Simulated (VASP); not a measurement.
Runs of VASP 6.6.1 on AgCl. The structure is cubic, space group F-43m (No. 216). Conventional cell: a = 5.986 Å, b = 5.986 Å, c = 5.986 Å, α = 90.00°, β = 90.00°, γ = 90.00°. Within 3.4 Å of Ag (site symmetry -43m) lie 4 Cl at 2.59 Å. Within 3.4 Å of Cl (site symmetry -43m) lie 4 Ag at 2.59 Å. 

```csv
level,share of exact exchange,screening parameter,gap on the mesh (eV),pressure (GPa)
HSE06,0.25,0.2079 1/Å,2.70,1.0
PBE-based screened hybrid with 10 % exact exchange,0.1,0.2078 1/Å,1.82,1.1
PBE-based global hybrid with 50 % exact exchange,0.5,-,(b),0.6
PBE-based global hybrid with 30 % exact exchange,0.3,-,(a),0.8
```

Alike in all rows: task single point; potentials or basis VASP PAW PBE potentials, release 64 (Ag, Cl); no spin polarisation; cell as given; k mesh 4 × 4 × 4; cutoff (eV) 520; smearing gaussian 0.01 eV.

Q: Estimate the missing entries.

A: (a) 3.89; (b) 5.71.

Caveats: all runs use coarse meshes; the structure was generated, so it needn't be the stable form of AgCl; the PAW data sets were made with another functional, which shifts forces and pressure a little.

A k mesh can miss the band edges, and the runs leave out spin-orbit coupling on Ag.
